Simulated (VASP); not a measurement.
Here is a VASP 6.6.1 calculation.

The input INCAR:

```
SYSTEM = MoN2
PREC = Accurate
ENCUT = 520
EDIFF = 1E-6
ISMEAR = 0
SIGMA = 0.15
LREAL = .False.
LASPH = .True.
NELM = 60
ALGO = Fast
ISIF = 2
LWAVE = .False.
LCHARG = .True.
GGA = PS
LELF = .True.
LVHAR = .True.
NBANDS = 33
```

KPOINTS

```
regular mesh
0
Gamma
  12 12 18
  0 0 0
```

File POSCAR:

```
MoN2
1.0
    4.7688945084      0.0000000000      0.0000000000
    0.0000000000      3.8043989898      0.0000000000
    0.0000000000      0.0000000000      2.7284347069
Mo N
2 4
Direct
    0.5000000000      0.5000000000      0.0000000000
    0.0000000000      0.0000000000      0.0000000000
    0.8872955619      0.3872955619      0.5000000000
    0.1127044381      0.6127044381      0.5000000000
    0.3872955619      0.1127044381      0.5000000000
    0.6127044381      0.8872955619      0.5000000000
```

Potentials or basis: VASP PAW PBE potentials, release 64 (Mo_sv, N).

The run is started by

```bash
$ cat potpaw_PBE.64/Mo_sv/POTCAR potpaw_PBE.64/N/POTCAR > POTCAR
$ mpirun -np 1 vasp_std > vasp.out
```

(1) Predict the pressure.

(2) Predict the largest force.

(3) Predict the band gap on the k mesh.

Results:

(1) 18.7 GPa.

(2) 0.932 eV/Å.

(3) zero (bands 24 and 25 overlap by 0.98 eV).

Caveat: the cell differs from its parent crystal (strain +0.1125 x Voigt [1, -1, 0, 0, 0, 0]); the stress differs along the axes, from -42 to 79 GPa; the PAW data sets were made with another functional, which shifts forces and pressure a little.
